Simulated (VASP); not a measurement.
A run of VASP 6.6.1:

File INCAR:

```
PREC = Accurate
ENCUT = 520
EDIFF = 1E-6
ISMEAR = 0
SIGMA = 0.1
LREAL = False
LASPH = True
NELM = 60
ALGO = Normal
ISIF = 2
LWAVE = False
LCHARG = False
GGA = PE
NBANDS = 32
```

The input KPOINTS:

```
regular mesh
0
Gamma
  4 4 2
```

Contents of POSCAR:

```
Ge2F3
1.0
    2.6879714244     -4.0655795718      0.0000000000
    2.6879714244      4.0655795718      0.0000000000
    0.0000000000      0.0000000000      3.4718453732
Ge F
2 3
Direct
    0.0000000000      0.5000000000      0.0000000000
    0.5000000000      0.0000000000      0.0000000000
    0.6546016042      0.3453983958      0.5000000000
    0.3453983958      0.6546016042      0.5000000000
    0.0000000000      0.0000000000      0.5000000000
```

Potentials or basis: VASP PAW PBE potentials, release 64 (Ge_d, F).

The run is started by

```bash
$ cat potpaw_PBE.64/Ge_d/POTCAR potpaw_PBE.64/F/POTCAR > POTCAR
$ mpirun -np 1 vasp_std > vasp.out
```

Hardware: 1 thread of Oxide Virtual Turin-like Processor (shared host).

Question: How long does it take, and how much memory?

Answer: Run time: 41 s on 1 thread of Oxide Virtual Turin-like Processor, with other jobs on the host, peak memory 0.15 GiB. Counts: scf iterations 14, k points 14.
